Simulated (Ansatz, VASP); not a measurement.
## AlCo: VASP beside Ansatz

Contents of INCAR:

```
SYSTEM = AlCo
PREC = Accurate ; ENCUT = 520
EDIFF = 1E-7 ; ISMEAR = -1
SIGMA = 0.05 ; LREAL = .FALSE.
LASPH = .TRUE. ; NELM = 60
ALGO = Normal ; ISIF = 2
LWAVE = .FALSE. ; LCHARG = .FALSE.
GGA = PE ; NBANDS = 13
```

The input KPOINTS:

```
regular mesh
0
G
  15 15 15
  0 0 0
```

File POSCAR:

```
AlCo
1.0
    0.0000000000      2.0633958046      2.0633958046
    2.0633958046      0.0000000000      2.0633958046
    2.0633958046      2.0633958046      0.0000000000
Co Al
1 1
Direct
    0.0000000000      0.0000000000      0.0000000000
    0.5000000000      0.5000000000      0.5000000000
```

Input for Ansatz:

```yaml
crystal:
  lattice:
    - [0.0, 2.0633958046, 2.0633958046]
    - [2.0633958046, 0.0, 2.0633958046]
    - [2.0633958046, 2.0633958046, 0.0]
  atoms:
    - { symbol: Co, position: [0.0, 0.0, 0.0] }
    - { symbol: Al, position: [0.5, 0.5, 0.5] }
kpoints:
  mp_grid: { grid: [15, 15, 15] }
scf:
  occupations: { method: fermi_dirac, width: 0.05 }
hamiltonian:
  xc: pbe
  pseudopotentials: { kind: all_electron, lapw: { basis_error: 0.001 } }
output:
  forces: true
  stress: true
  eigenvalues: true
  populations: true
```

Change from the starting cell: volume scaled by 0.64, LAPW.

Alike in both runs: task single point; functional PBE; k mesh 15 × 15 × 15; occupations fermi-dirac, width 0.05 eV; no spin polarisation.

|  | VASP | Ansatz |
| --- | --- | --- |
| version | VASP 6.6.1 | Ansatz 0.2.0 |
| potentials or method | VASP PAW PBE potentials, release 64 (Co, Al), cutoff 520 eV | all-electron LAPW, scalar-relativistic |

Ansatz gave:

```
pressure (GPa) : 133.4
```

Problem. Estimate VASP's values.

Solution. Pressure (GPa): 135.0.

Both programs put the cell under a high pressure, so it lies far from rest at this level. Ansatz ran all-electron here, and VASP with PAW potentials.

Noted on VASP's run: the cell as given lies far from equilibrium.
